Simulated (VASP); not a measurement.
# Sr (Im-3m) in VASP: single point with PBE

Aim: the single point of Sr with PBE.

Program: VASP 6.6.1. These are calculated values, not measurements. Logs are shortened: lines on timing, memory, paths and dates and some standing lists are left out, and cuts for length are marked.

## (1) The cell of the first run

It takes space group Im-3m (No. 229, cubic). Conventional cell: a = 4.138 Å, b = 4.138 Å, c = 4.138 Å, α = 90.00°, β = 90.00°, γ = 90.00°. Sr (site symmetry m-3m) has 14 Sr at 3.58 to 4.14 Å within 4.7 Å.

This isn't the form of Sr at room conditions, which is fcc.

## (2) Single point, PBE

INCAR

```
SYSTEM = Sr
PREC     = Accurate       ! precision mode
ENCUT    = 520            ! plane-wave cutoff, eV
EDIFF    = 1E-6           ! SCF threshold, eV
ISMEAR   = -1             ! smearing method
SIGMA    = 0.0312         ! smearing width, eV
LREAL    = .False.        ! projectors in reciprocal space
LASPH    = .True.         ! aspherical terms in the spheres
NELM     = 100            ! most SCF steps
ALGO     = Normal         ! electronic algorithm
ISIF     = 2              ! what is computed and relaxed
LWAVE    = .False.        ! write WAVECAR
LCHARG   = .False.        ! write CHGCAR
GGA      = PE             ! functional
NBANDS   = 11             ! bands
```

KPOINTS

```
Automatic mesh
0
Gamma
  11 11 11
  0 0 0
```

POSCAR

```
Sr
1.0
   -2.0688220000      2.0688220000      2.0688220000
    2.0688220000     -2.0688220000      2.0688220000
    2.0688220000      2.0688220000     -2.0688220000
Sr
1
Direct
    0.0000000000      0.0000000000      0.0000000000
```

Potentials or basis: VASP PAW PBE potentials, release 64 (Sr_sv).

Run with:

```
$ cat potpaw_PBE.64/Sr_sv/POTCAR > POTCAR
$ mpirun -np 1 vasp_std > vasp.out
```

OUTCAR:

```text
SYSTEM = Sr
   PREC = Accurate
   ENCUT = 520
   EDIFF = 1E-6
   ISMEAR = -1
   LREAL = .False.
   LASPH = .True.
   NELM = 100
   ISIF = 2
   GGA = PE

 ion  position               nearest neighbor table
   1  0.000  0.000  0.000-

  LATTYP: Found a body centered cubic cell.
 ALAT       =     4.1376440000

  Lattice vectors:

 A1 = (  -2.0688220000,   2.0688220000,   2.0688220000)
 A2 = (   2.0688220000,  -2.0688220000,   2.0688220000)
 A3 = (   2.0688220000,   2.0688220000,  -2.0688220000)

Analysis of symmetry for initial positions (statically):
=====================================================================
 Subroutine PRICEL returns:
 Original cell was already a primitive cell.

 Routine SETGRP: Setting up the symmetry group for a
 body centered cubic supercell.

 Subroutine GETGRP returns: Found 48 space group operations
 (whereof 48 operations were pure point group operations)
 out of a pool of 48 trial point group operations.

The static configuration has the point symmetry O_h .

Analysis of symmetry for dynamics (positions and initial velocities):
=====================================================================
 Subroutine PRICEL returns:
 Original cell was already a primitive cell.

 Routine SETGRP: Setting up the symmetry group for a
 body centered cubic supercell.

 Subroutine GETGRP returns: Found 48 space group operations
 (whereof 48 operations were pure point group operations)
 out of a pool of 48 trial point group operations.

The dynamic configuration has the point symmetry O_h .

 Subroutine INISYM returns: Found 48 space group operations
 (whereof 48 operations are pure point group operations),
 and found     1 'primitive' translations

----------------------------------------------------------------------------------------

                                     Primitive cell

  volume of cell :      35.4184

  direct lattice vectors                    reciprocal lattice vectors
    -2.068822000  2.068822000  2.068822000     0.000000000  0.241683431  0.241683431
     2.068822000 -2.068822000  2.068822000     0.241683431  0.000000000  0.241683431
     2.068822000  2.068822000 -2.068822000     0.241683431  0.241683431  0.000000000

  length of vectors
     3.583304816  3.583304816  3.583304816     0.341791987  0.341791987  0.341791987

  position of ions in fractional coordinates (direct lattice)
     0.000000000  0.000000000  0.000000000

  ion indices of the primitive-cell ions
   primitive index   ion index
                 1           1

----------------------------------------------------------------------------------------

 KPOINTS: Automatic mesh

Automatic generation of k-mesh.
 Grid dimensions read from file:
 generate k-points for:   11   11   11

 Generating k-lattice:

  Cartesian coordinates                     Fractional coordinates (reciprocal lattice)
     0.000000000  0.021971221  0.021971221     0.090909091  0.000000000  0.000000000
     0.021971221  0.000000000  0.021971221     0.000000000  0.090909091  0.000000000
     0.021971221  0.021971221  0.000000000     0.000000000  0.000000000  0.090909091

  Length of vectors
     0.031071999  0.031071999  0.031071999

  Shift w.r.t. Gamma in fractional coordinates (k-lattice)
     0.000000000  0.000000000  0.000000000

 Subroutine IBZKPT returns following result:
 ===========================================

 Found     56 irreducible k-points:

 Following reciprocal coordinates:
            Coordinates               Weight
  0.000000  0.000000  0.000000      1.000000
  0.090909  0.000000  0.000000     12.000000
  0.181818  0.000000  0.000000     12.000000
  0.272727  0.000000  0.000000     12.000000
  0.363636  0.000000  0.000000     12.000000
  0.454545  0.000000  0.000000     12.000000
[... 16 lines left out ...]
  0.272727  0.181818  0.090909     48.000000
  0.363636  0.181818  0.090909     24.000000
 [... further k-points ...]
   k-points           NKPTS =     56   k-points in BZ     NKDIM =     56   number of bands    NBANDS=     11
   number of dos      NEDOS =    301   number of ions     NIONS =      1
   total plane-waves  NPLWV =  21952
   dimension x,y,z NGX =    28 NGY =   28 NGZ =   28
   dimension x,y,z NGXF=    56 NGYF=   56 NGZF=   56
   ions per type =               1
   NGX,Y,Z   is equivalent  to a cutoff of  12.99, 12.99, 12.99 a.u.
   NGXF,Y,Z  is equivalent  to a cutoff of  25.98, 25.98, 25.98 a.u.
 SYSTEM =  Sr
   PREC   = accura    normal or accurate (medium, high low for compatibility)
   ISTART =      0    job   : 0-new  1-cont  2-samecut
   ICHARG =      2    charge: 1-file 2-atom 10-const
   ISPIN  =      1    spin polarized calculation?
   LNONCOLLINEAR =      F non collinear calculations
   LSORBIT =      F    spin-orbit coupling
   LASPH  =      T    aspherical Exc in radial PAW
   ENCUT  =  520.0 eV  38.22 Ry    6.18 a.u.   6.66  6.66  6.66*2*pi/ulx,y,z
   NELM   =    100;   NELMIN=  2; NELMDL= -5     # of ELM steps
   EDIFF  = 0.1E-05   stopping-criterion for ELM
   LREAL  =      F    real-space projection
   EDIFFG = 0.1E-04   stopping-criterion for IOM
   NSW    =      0    number of steps for IOM
   IBRION =     -1    ionic relax: 0-MD 1-quasi-New 2-CG
   NFREE  =      0    steps in history (QN), initial steepest desc. (CG)
   ISIF   =      2    stress and relaxation
   ISYM   =      2    0-nonsym 1-usesym 2-fastsym
   POTIM  = 0.5000    time-step for ionic-motion
   TEBEG  =    0.0;   TEEND  =   0.0 temperature during run
   PSTRESS=    0.0 pullay stress
   NELECT =      10.0000    total number of electrons
   NUPDOWN=      -1.0000    fix difference up-down
   EMIN   =  10.00;   EMAX   =-10.00  energy-range for DOS
   EFERMI =   0.00;   METHOD = LEGACY
   ISMEAR =    -1;   SIGMA  =   0.03  broadening in eV -4-tet -1-fermi 0-gaus
   EFERMI_NEDOS =   21; number of points for ismear=-14 and -15
   IALGO  =     38    algorithm
   IMIX   =      4    mixing-type and parameters
     AMIX     =   0.40;   BMIX     =  1.00
     AMIX_MAG =   1.60;   BMIX_MAG =  1.00
  volume/ion in A,a.u.               =      35.42       239.02
  Fermi-wavevector in a.u.,A,eV,Ry     =   1.073985  2.029538 15.693567  1.153445
  Thomas-Fermi vector in A             =   2.209801
   LORBIT       =      0    0 simple, 1 ext, 2 COOP (PROOUT), +10 PAW based schemes
   GGA     = PE    functional components
[... 5 lines left out ...]
 non-spin polarized calculation
  energy-cutoff  :      520.00
  volume of cell :       35.42
 maximum number of plane-waves:       964
   NGX = 13   NGY = 13   NGZ = 13

 number of electron      10.0000000 magnetization

 Free energy of the ion-electron system (eV)
  ---------------------------------------------------
  ext. energy  EPLUGINS =         0.00000000
  ---------------------------------------------------
  free energy    TOTEN  =        -1.21304687 eV

  energy without entropy =       -1.21075859  energy(sigma->0) =       -1.21190273

 E-fermi :   3.2263     XC(G=0):  -8.8265

 val. band max:        3.1047932240   @ k =  -0.3636   0.4545   0.2727
 cond. band min:       3.2491308415   @ k =   0.3636   0.2727   0.0000
 fundamental gap:      0.1443376175
 Fermi energy:         3.2263144979

 k-point     1 :       0.0000    0.0000    0.0000
  band No.  band energies     occupation
      1     -32.5427      2.00000
      2     -14.1935      2.00000
      3     -14.1935      2.00000
      4     -14.1935      2.00000
      5      -0.8063      2.00000
      6       6.2467      0.00000
      7       6.2467      0.00000
      8       6.2467      0.00000
      9       8.1784      0.00000
     10       8.1784      0.00000
     11      13.2490      0.00000

 k-point     2 :       0.0909    0.0000    0.0000
  band No.  band energies     occupation
      1     -32.5344      2.00000
      2     -14.2657      2.00000
      3     -14.2142      2.00000
      4     -14.1942      2.00000
      5      -0.5816      2.00000
      6       6.0445      0.00000
      7       6.1125      0.00000
      8       6.4738      0.00000
      9       7.8739      0.00000
     10       8.1572      0.00000
     11      13.5141      0.00000

 k-point     3 :       0.1818    0.0000    0.0000
  band No.  band energies     occupation
      1     -32.5121      2.00000
      2     -14.4534      2.00000
      3     -14.2693      2.00000
      4     -14.1964      2.00000
      5       0.0367      2.00000
      6       5.5562      0.00000
      7       5.5803      0.00000
      8       7.1402      0.00000
      9       7.7087      0.00000
     10       8.1594      0.00000
     11      13.9655      0.00000

 k-point     4 :       0.2727    0.0000    0.0000
  band No.  band energies     occupation
      1     -32.4826      2.00000
      2     -14.6872      2.00000
      3     -14.3400      2.00000
      4     -14.1993      2.00000
      5       0.8755      2.00000
      6       4.8698      0.00000
      7       5.0849      0.00000
      8       7.9503      0.00000
      9       8.1998      0.00000
     10       8.2961      0.00000
     11      13.4618      0.00000

 k-point     5 :       0.3636    0.0000    0.0000
  band No.  band energies     occupation
      1     -32.4553      2.00000
      2     -14.8914      2.00000
      3     -14.4038      2.00000
      4     -14.2020      2.00000
      5       1.6161      2.00000
      6       4.5516      0.00000
      7       4.7015      0.00000
      8       8.2145      0.00000
      9       8.6138      0.00000
     10       9.5528      0.00000
     11      12.2816      0.00000
[... 211 lines left out ...]
 k-point    21 :      -0.0909    0.0909    0.0909
  band No.  band energies     occupation
      1     -32.5263      2.00000
      2     -14.2933      2.00000
      3     -14.2353      2.00000
      4     -14.2353      2.00000
      5      -0.3631      2.00000
      6       6.0856      0.00000
      7       6.0856      0.00000
      8       6.4733      0.00000
      9       7.1866      0.00000
     10       8.5078      0.00000
     11      14.1479      0.00000

 k-point    22 :       0.1818    0.1818    0.0909
  band No.  band energies     occupation
      1     -32.4532      2.00000
      2     -14.8364      2.00000
      3     -14.4033      2.00000
      4     -14.3048      2.00000
      5       2.0968      2.00000
      6       4.2074      0.00000
      7       4.4030      0.00000
      8       8.3804      0.00000
      9       8.8350      0.00000
     10      10.0407      0.00000
     11      13.0996      0.00000

 k-point    23 :       0.2727    0.1818    0.0909
  band No.  band energies     occupation
      1     -32.4372      2.00000
      2     -14.8753      2.00000
      3     -14.5121      2.00000
      4     -14.3260      2.00000
      5       2.7964      2.00000
      6       4.0556      0.00000
      7       4.2656      0.00000
      8       8.5920      0.00000
      9       9.0402      0.00000
     10      10.7779      0.00000
     11      11.9610      0.00000

 k-point    24 :       0.3636    0.1818    0.0909
  band No.  band energies     occupation
      1     -32.4313      2.00000
      2     -14.8782      2.00000
      3     -14.5660      2.00000
      4     -14.3321      2.00000
      5       2.9855      1.99911
      6       4.1059      0.00000
      7       4.2920      0.00000
      8       8.6218      0.00000
      9       9.1330      0.00000
     10      10.6492      0.00000
     11      11.9383      0.00000

 [... further k-points ...]
[... 5 lines left out ...]
  --------------------------------------------------------------------------------------
  -------------------------------------------------------------------------------------
  Total        2.1595510      2.1595510      2.1595510      0.0000000      0.0000000     -0.0000000
  in kB       97.6887792     97.6887792     97.6887792      0.0000000      0.0000000     -0.0000000
  external PRESSURE =      97.6887792 kB  Pullay stress =       0.0000000 kB

 VOLUME and BASIS-vectors are now :
 -----------------------------------------------------------------------------
  energy-cutoff  :      520.00
  volume of cell :       35.42
      direct lattice vectors                 reciprocal lattice vectors
    -2.068822000  2.068822000  2.068822000     0.000000000  0.241683431  0.241683431
     2.068822000 -2.068822000  2.068822000     0.241683431  0.000000000  0.241683431
     2.068822000  2.068822000 -2.068822000     0.241683431  0.241683431  0.000000000

 POSITION                                       TOTAL-FORCE (eV/Angst)
 -----------------------------------------------------------------------------------
      0.00000      0.00000      0.00000         0.000000      0.000000      0.000000
 -----------------------------------------------------------------------------------
    total drift:                               -0.000000     -0.000000     -0.000000

  FREE ENERGIE OF THE ION-ELECTRON SYSTEM (eV)
  ---------------------------------------------------
  free  energy   TOTEN  =        -1.2130468656 eV

  energy  without entropy=       -1.2107585876  energy(sigma->0) =       -1.21190273
```

Run time: 28 s. Hardware: 1 thread of Intel Xeon 8259CL, shared host; peak memory 0.17 GiB.

Results:

- Free energy: -1.2130 eV
- Pressure: 9.8 GPa
- Band gap on the k mesh: zero (bands 5 and 6 overlap by 1.32 eV)

Levels at points of the mesh, in eV from the Fermi level:
```
           k point  band 2  band 3  band 4  band 5  band 6  band 7  band 8  band 9
(0.00, 0.00, 0.00)  -17.42  -17.42  -17.42   -4.03    3.02    3.02    3.02    4.95
```

Caveat: the cell stands under pressure.

The gap in the log of VASP goes by the Fermi energy; the results here count the filled bands.